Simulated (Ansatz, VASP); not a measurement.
Al: VASP beside Ansatz

```xyz
1
Lattice="2.7809 0.0000 0.0000 -1.3904 2.4083 0.0000 0.0000 0.0000 2.8027" Properties=species:S:1:pos:R:3 pbc="T T T"
Al    0.0000    0.0000    0.0000
```

Alike in both runs: functional PBE; k mesh 24 × 24 × 20; occupations gaussian, width 0.1 eV; no spin polarisation.

Ansatz relaxed the structure, and its values are those at the end. VASP's run is a single point on that final structure, the one shown.

|  | VASP | Ansatz |
| --- | --- | --- |
| version | VASP 6.6.1 | Ansatz 0.2.0 |
| potentials or method | VASP PAW PBE potentials, release 64 (Al), cutoff 520 eV | scalar-relativistic, plane waves, PAW |
| valence electrons in the cell | 3 | 3 |

```tsv
	VASP	Ansatz	Ansatz less VASP
gap on the k mesh at the Fermi level (eV)	none	none	-
pressure (GPa)	0.0	0.0	+0.02
```

A gap of «none» marks a metal or a gap that the smearing closes.
